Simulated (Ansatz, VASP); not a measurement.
**Two plane-wave programs on Ca2Zr2N**

```
CELL_PARAMETERS angstrom
-2.51064 2.51064 4.10679
2.51064 -2.51064 4.10679
2.51064 2.51064 -4.10679
ATOMIC_POSITIONS crystal
Ca 0.75000 0.25000 0.50000
Ca 0.25000 0.75000 0.50000
Zr 0.73707 0.73707 0.00000
Zr 0.26293 0.26293 0.00000
N 0.00000 0.00000 0.00000
```

Alike in both runs: task single point; functional PBE; k mesh 6 × 6 × 6; occupations gaussian, width 0.1 eV; no spin polarisation.

|  | VASP | Ansatz |
| --- | --- | --- |
| version | VASP 6.6.1 | Ansatz 0.2.0 |
| potentials or method | VASP PAW PBE potentials, release 64 (Ca_sv, Zr_sv, N), cutoff 520 eV | scalar-relativistic, plane waves, PAW |
| valence electrons in the cell | 49 | 49 |

```tsv
	VASP	Ansatz	Ansatz less VASP
gap on the k mesh at the Fermi level (eV)	none	none	-
pressure (GPa)	18.5	18.0	-0.50
traceless stress, the component that is largest in VASP (GPa)	-38.78	-38.32	+0.458
rms of the force components (eV/Å)	0.566	0.572	+0.0055
```

Atom by atom the forces differ by 0.006 eV/Å (rms over components). A gap of «none» marks a metal or a gap that the smearing closes.
